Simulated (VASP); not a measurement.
## SiNi3: relaxation of cell and atoms with PBEsol

SiNi3:

```xyz
4
Lattice="3.5420 0.0000 0.0000 0.0000 3.5420 0.0000 0.0000 0.0000 3.5420" Properties=species:S:1:pos:R:3 pbc="T T T"
Ni    1.7710    1.7710    0.0000
Ni    1.7710    0.0000    1.7710
Ni    0.0000    1.7710    1.7710
Si    0.0000    0.0000    0.0000
```

- Program: VASP 6.6.1
- Task: relaxation of cell and atoms
- Functional: PBEsol
- Potentials or basis: VASP PAW PBE potentials, release 64 (Ni, Si)
- Cutoff: 600 eV
- k mesh: 8 × 8 × 8
- Occupations: fermi-dirac, width 0.05 eV
- Spin: collinear spin, ferromagnetic start
- Starting moments: [1.0, 1.0, 1.0, 0.0] μB
- Dipole correction: no
- Further INCAR settings: ALGO = Normal; EDIFF = 1e-07; IBRION = 2; EDIFFG = -0.01; NSW = 80; ISIF = 3

```yaml
Relaxed_volume: 10.36 Å³/atom
Relaxed_cell: a = 3.461 Å, b = 3.461 Å, c = 3.461 Å, α = 90.00°, β = 90.00°, γ = 90.00°
Space_group_after_relaxing_to_0.1_Å: Pm-3m (No. 221)
Energy_gained_by_relaxing: 34.6 meV/atom
Ionic_steps: 4
Pressure_after_relaxing: 0.1 GPa
Band_gap_on_the_k_mesh: zero (filled and empty bands overlap)
Net_moment: 0.00 μB per cell
Valence_electrons_inside_the_program's_atomic_spheres: Ni 9.56; Si 1.57
```

The path:
```tsv
step	energy change (eV)	largest force (eV/Å)	pressure (GPa)	volume (Å³)
1	0.0000	0.0000	-13.97	44.44
2	0.0446	0.0000	21.16	38.49
3	-0.1386	0.0000	-0.19	41.51
4	-0.1386	0.0000	0.09	41.45
```

Final structure:
```xyz
4
Lattice="3.4609 0.0000 0.0000 0.0000 3.4609 0.0000 0.0000 0.0000 3.4609" Properties=species:S:1:pos:R:3 pbc="T T T"
Ni    1.7304    1.7304    0.0000
Ni    1.7304    0.0000    1.7304
Ni    0.0000    1.7304    1.7304
Si    0.0000    0.0000    0.0000
```

Levels at points of the mesh, in eV from the Fermi level:
Spin up:
| k point | band 14 | band 15 | band 16 | band 17 | band 18 | band 19 | band 20 | band 21 |
| --- | --- | --- | --- | --- | --- | --- | --- | --- |
| (0.00, 0.00, 0.00) | -0.64 | -0.64 | -0.30 | 0.03 | 0.03 | 0.03 | 5.21 | 6.51 |
| (0.50, 0.00, 0.00) | -1.36 | -1.21 | -0.57 | 0.03 | 3.78 | 3.78 | 5.34 | 5.34 |
| (0.50, 0.50, 0.00) | -1.51 | -1.17 | -1.07 | -1.01 | 0.70 | 0.70 | 5.87 | 6.53 |
| (0.50, 0.50, 0.50) | -1.31 | -1.31 | -0.52 | -0.21 | -0.21 | -0.21 | 1.40 | 4.18 |
Spin down:
```
           k point  band 15  band 16  band 17  band 18  band 19  band 20
(0.00, 0.00, 0.00)    -0.64    -0.30     0.03     0.03     0.03     5.21
(0.50, 0.00, 0.00)    -1.21    -0.57     0.03     3.78     3.78     5.34
(0.50, 0.50, 0.00)    -1.17    -1.07    -1.01     0.70     0.70     5.87
(0.50, 0.50, 0.50)    -1.31    -0.52    -0.21    -0.21    -0.21     1.40
```

Run time: 4.7 min on 1 thread of Intel(R) Xeon(R) Platinum 8259CL CPU @ 2.50GHz (Skylake/Cascade Lake), with other jobs on the host, peak memory 0.22 GiB.

Caveat: the PAW data sets were made with another functional, which shifts forces and pressure a little.
